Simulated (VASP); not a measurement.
# Si3N4 (P6_3/m) in VASP: settings compared

Si3N4 is run at these levels: PBE, PBEsol; tasks: single point.

Everything below comes from runs of VASP 6.6.1. Logs are shortened: lines on timing, memory, paths and dates and some standing lists are left out, and cuts for length are marked.

**1. The cell of the first run**

The structure is hexagonal, space group P6_3/m (No. 176). The conventional cell has a = 7.606 Å, b = 7.606 Å, c = 2.906 Å, α = 90.00°, β = 90.00°, γ = 120.00°. Within 2.3 Å of Si (site symmetry m) lie 4 N at 1.73 to 1.74 Å. N (site symmetry -6) has 3 Si at 1.73 Å within 2.3 Å. Within 2.3 Å of N (site symmetry m) lie 3 Si at 1.73 to 1.74 Å.

**2. Single point, PBE**

The input, INCAR:

```
SYSTEM = Si3N4
ALGO = Normal ; EDIFF = 1E-6
ENCUT = 520 ; GGA = PE
ISIF = 2 ; ISMEAR = -1
LASPH = .TRUE. ; LCHARG = .FALSE.
LREAL = .FALSE. ; LWAVE = .FALSE.
NBANDS = 45 ; NELM = 100
PREC = Accurate ; SIGMA = 0.02
```

The input, KPOINTS:

```
k-points
0
G
  6 6 8
  0 0 0
```

The input, POSCAR:

```
Si3N4
1.0
    7.6056646856      0.0000000000      0.0000000000
   -3.8028323428      6.5866988304      0.0000000000
    0.0000000000      0.0000000000      2.9056457473
Si N
6 8
Direct
    0.2306112143      0.8245680109      0.7500000000
    0.4060432034      0.2306112143      0.2500000000
    0.8245680109      0.5939567966      0.2500000000
    0.1754319891      0.4060432034      0.7500000000
    0.5939567966      0.7693887857      0.7500000000
    0.7693887857      0.1754319891      0.2500000000
    0.3333333333      0.6666666667      0.7500000000
    0.6666666667      0.3333333333      0.2500000000
    0.9687376643      0.6696816967      0.7500000000
    0.2990559676      0.9687376643      0.2500000000
    0.6696816967      0.7009440324      0.2500000000
    0.3303183033      0.2990559676      0.7500000000
    0.0312623357      0.3303183033      0.2500000000
    0.7009440324      0.0312623357      0.7500000000
```

Potentials or basis: VASP PAW PBE potentials, release 64 (Si, N).

Command:

```bash
$ cat potpaw_PBE.64/Si/POTCAR potpaw_PBE.64/N/POTCAR > POTCAR
$ mpirun -np 1 vasp_std > vasp.out
```

OUTCAR:

```text
SYSTEM = Si3N4
   EDIFF = 1E-6
   ENCUT = 520
   GGA = PE
   ISIF = 2
   ISMEAR = -1
   LASPH = .TRUE.
   LREAL = .FALSE.
   NELM = 100
   PREC = Accurate

 ion  position               nearest neighbor table
   1  0.231  0.825  0.750-   7 1.73   9 1.73  10 1.74  10 1.74   5 3.00   4 3.00   3 3.05   3 3.05
                             2 3.05   2 3.05
   2  0.406  0.231  0.250-   8 1.73  10 1.73  12 1.74  12 1.74   6 3.00   3 3.00   4 3.05   4 3.05
                             1 3.05   1 3.05
   3  0.825  0.594  0.250-   8 1.73  11 1.73   9 1.74   9 1.74   2 3.00   6 3.00   5 3.05   5 3.05
                             1 3.05   1 3.05
   4  0.175  0.406  0.750-   7 1.73  12 1.73  13 1.74  13 1.74   5 3.00   1 3.00   2 3.05   2 3.05
                             6 3.05   6 3.05
   5  0.594  0.769  0.750-   7 1.73  14 1.73  11 1.74  11 1.74   1 3.00   4 3.00   3 3.05   3 3.05
                             6 3.05   6 3.05
   6  0.769  0.175  0.250-   8 1.73  13 1.73  14 1.74  14 1.74   2 3.00   3 3.00   4 3.05   4 3.05
                             5 3.05   5 3.05
   7  0.333  0.667  0.750-   1 1.73   4 1.73   5 1.73
   8  0.667  0.333  0.250-   6 1.73   3 1.73   2 1.73
   9  0.969  0.670  0.750-   1 1.73   3 1.74   3 1.74
  10  0.299  0.969  0.250-   2 1.73   1 1.74   1 1.74
  11  0.670  0.701  0.250-   3 1.73   5 1.74   5 1.74
  12  0.330  0.299  0.750-   4 1.73   2 1.74   2 1.74
  13  0.031  0.330  0.250-   6 1.73   4 1.74   4 1.74
  14  0.701  0.031  0.750-   5 1.73   6 1.74   6 1.74

  LATTYP: Found a hexagonal cell.
 ALAT       =     7.6056646856
 C/A-ratio  =     0.3820370562

  Lattice vectors:

 A1 = (   7.6056646856,   0.0000000000,   0.0000000000)
 A2 = (  -3.8028323428,   6.5866988304,   0.0000000000)
 A3 = (   0.0000000000,   0.0000000000,   2.9056457473)

Analysis of symmetry for initial positions (statically):
=====================================================================
 Subroutine PRICEL returns:
 Original cell was already a primitive cell.

 Routine SETGRP: Setting up the symmetry group for a
 hexagonal supercell.

 Subroutine GETGRP returns: Found 12 space group operations
 (whereof  6 operations were pure point group operations)
 out of a pool of 24 trial point group operations.

The static configuration has the point symmetry S_6 .
 The point group associated with its full space group is C_6h.

Analysis of symmetry for dynamics (positions and initial velocities):
[... 150 lines left out ...]
   EFERMI =   0.00;   METHOD = LEGACY
   ISMEAR =    -1;   SIGMA  =   0.02  broadening in eV -4-tet -1-fermi 0-gaus
   EFERMI_NEDOS =   21; number of points for ismear=-14 and -15
   IALGO  =     38    algorithm
   IMIX   =      4    mixing-type and parameters
     AMIX     =   0.40;   BMIX     =  1.00
     AMIX_MAG =   1.60;   BMIX_MAG =  1.00
  volume/ion in A,a.u.               =      10.40        70.16
  Fermi-wavevector in a.u.,A,eV,Ry     =   1.244855  2.352436 21.084475  1.549665
  Thomas-Fermi vector in A             =   2.379104
   LORBIT       =      0    0 simple, 1 ext, 2 COOP (PROOUT), +10 PAW based schemes
   GGA     = PE    functional components
   LHFCALC =     F    Hartree Fock is set to
   AEXX    =    0.0000 exact exchange contribution
   IVDW    =     0    specifies the selected vdW correction
   LEPSILON=     F    determine dielectric tensor
   LRPA    =     F    only Hartree local field effects (RPA)
 non-spin polarized calculation
  energy-cutoff  :      520.00
  volume of cell :      145.56
 maximum number of plane-waves:      3965
 NGX is ok and might be reduce to    60
   NGX = 29   NGY = 29   NGZ = 11

 number of electron      63.9999992 magnetization

 Free energy of the ion-electron system (eV)
  ---------------------------------------------------
  ext. energy  EPLUGINS =         0.00000000
  ---------------------------------------------------
  free energy    TOTEN  =      -114.49013361 eV

  energy without entropy =     -114.49013361  energy(sigma->0) =     -114.49013361

 E-fermi :   7.2202     XC(G=0): -10.8070

 val. band max:        6.7615378755   @ k =   0.0000   0.0000   0.1250
 cond. band min:      11.1029204657   @ k =   0.0000   0.0000   0.0000
 fundamental gap:      4.3413825902
 Fermi energy:         7.2201522813

 k-point     1 :       0.0000    0.0000    0.0000
  band No.  band energies     occupation
      1     -11.4600      2.00000
      2     -10.0026      2.00000
      3     -10.0026      2.00000
      4      -9.3636      2.00000
      5      -9.2233      2.00000
      6      -9.2233      2.00000
[... 1117 lines left out ...]
     43      15.0683      0.00000
     44      15.0683      0.00000

 [... further k-points ...]

 [bands above 44 left out]

------------------------ aborting loop because EDIFF is reached ----------------------------------------

  FORCE on cell =-STRESS in cart. coord.  units (eV):
  Direction    XX          YY          ZZ          XY          YZ          ZX
  --------------------------------------------------------------------------------------
  -------------------------------------------------------------------------------------
  Total        4.8227968      4.8227968      4.9827273     -0.0000000      0.0000000      0.0000000
  in kB       53.0837873     53.0837873     54.8441182     -0.0000005      0.0000000      0.0000000
  external PRESSURE =      53.6705643 kB  Pullay stress =       0.0000000 kB

 VOLUME and BASIS-vectors are now :
 -----------------------------------------------------------------------------
  energy-cutoff  :      520.00
  volume of cell :      145.56
      direct lattice vectors                 reciprocal lattice vectors
     7.605664686  0.000000000  0.000000000     0.131480948  0.075910560  0.000000000
    -3.802832343  6.586698830  0.000000000     0.000000000  0.151821121  0.000000000
     0.000000000  0.000000000  2.905645747     0.000000000  0.000000000  0.344157577

 POSITION                                       TOTAL-FORCE (eV/Angst)
 -----------------------------------------------------------------------------------
     -1.38174      5.43118      2.17923         0.025968      0.032627      0.000000
      2.21125      1.51897      0.72641        -0.015272      0.038803     -0.000000
      4.01267      3.91221      0.72641         0.041240     -0.006175      0.000000
     -0.20984      2.67448      2.17923        -0.041240      0.006175     -0.000000
      1.59158      5.06773      2.17923         0.015272     -0.038803      0.000000
      5.18457      1.15552      0.72641        -0.025968     -0.032627     -0.000000
     -0.00000      4.39113      2.17923        -0.000000     -0.000000      0.000000
      3.80283      2.19557      0.72641        -0.000000     -0.000000     -0.000000
      4.82121      4.41099      2.17923         0.027628      0.027874     -0.000000
     -1.40943      6.38078      0.72641        -0.010325      0.037863      0.000000
      2.42780      4.61691      0.72641         0.037953     -0.009989      0.000000
      1.37503      1.96979      2.17923        -0.037953      0.009989      0.000000
     -1.01837      2.17571      0.72641        -0.027628     -0.027874     -0.000000
      5.21226      0.20592      2.17923         0.010325     -0.037863      0.000000
 -----------------------------------------------------------------------------------
    total drift:                                0.000000     -0.000000      0.000000

  FREE ENERGIE OF THE ION-ELECTRON SYSTEM (eV)
  ---------------------------------------------------
  free  energy   TOTEN  =      -114.4901336081 eV

  energy  without entropy=     -114.4901336081  energy(sigma->0) =     -114.49013361
```

stdout:

```text
POSCAR found type information on POSCAR SiN
 POSCAR found :  2 types and      14 ions
 scaLAPACK will be used
 LDA part: xc-table for (Slater+PW92), standard interpolation
 POSCAR, INCAR and KPOINTS ok, starting setup
 FFT: planning ... GRIDC
 FFT: planning ... GRID_SOFT
 FFT: planning ... GRID
 WAVECAR not read
 entering main loop
```

It took 3.3 min on 1 thread of Intel Xeon Platinum 8488C (Sapphire Rapids), shared host; peak memory 0.36 GiB.

Results:

```
Free energy            : -114.4901 eV
Pressure               : 5.4 GPa
Largest force          : 0.042 eV/Å
Band gap on the k mesh : 4.34 eV, indirect (least direct gap 4.53 eV)
```

Forces in eV/Å, atoms in the order of the input:
```
Si   0.026  0.033  0.000
Si  -0.015  0.039  0.000
Si   0.041 -0.006  0.000
Si  -0.041  0.006  0.000
Si   0.015 -0.039  0.000
Si  -0.026 -0.033  0.000
N    0.000  0.000  0.000
N    0.000  0.000  0.000
N    0.028  0.028  0.000
N   -0.010  0.038  0.000
N    0.038 -0.010  0.000
N   -0.038  0.010  0.000
N   -0.028 -0.028  0.000
N    0.010 -0.038  0.000
```

Stress tensor (GPa, compression positive):
```
5.31 0.00 0.00
0.00 5.31 0.00
0.00 0.00 5.48
```

A k mesh can miss the band edges. As with any semilocal functional, this PBE gap is likely too small.

[end of part 1 of 2]
